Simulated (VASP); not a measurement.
Input of a VASP 6.6.1 run:

File INCAR:

```
PREC = Accurate
ENCUT = 520
EDIFF = 1E-6
ISMEAR = -1
SIGMA = 0.0168
LREAL = F
LASPH = T
NELM = 60
ALGO = Normal
ISIF = 2
LWAVE = F
LCHARG = F
GGA = PE
NBANDS = 39
```

File KPOINTS:

```
Automatic mesh
0
Gamma
  8 8 5
```

Contents of POSCAR:

```
CaBi2Au2
1.0
    4.8424490000      0.0000000000      0.0000000000
   -2.4212240000      4.1936860000      0.0000000000
    0.0000000000      0.0000000000      7.8437090000
Ca Au Bi
1 2 2
Direct
    0.0000000000      0.0000000000      0.0000000000
    0.3333000000      0.6667000000      0.6301000000
    0.6667000000      0.3333000000      0.3699000000
    0.3333000000      0.6667000000      0.2413000000
    0.6667000000      0.3333000000      0.7587000000
```

Potentials or basis: VASP PAW PBE potentials, release 64 (Ca_sv, Au, Bi_d).

Run with:

```console
$ cat potpaw_PBE.64/Ca_sv/POTCAR potpaw_PBE.64/Au/POTCAR potpaw_PBE.64/Bi_d/POTCAR > POTCAR
$ mpirun -np 1 vasp_std > vasp.out
```

Q: What does it give for the band gap on the k mesh?

A: Zero (bands 31 and 32 overlap by 1.48 eV).

Q: Predict the largest force.

A: 0.832 eV/Å.

Q: What does it give for the pressure?

A: -4.2 GPa.

Stress tensor (GPa, compression positive):
```
-3.86  0.00  0.00
 0.00 -3.86  0.00
 0.00  0.00 -5.03
```

Caveat: the cell stands under tension; spin-orbit coupling is left out, which moves the levels of the heavy elements.
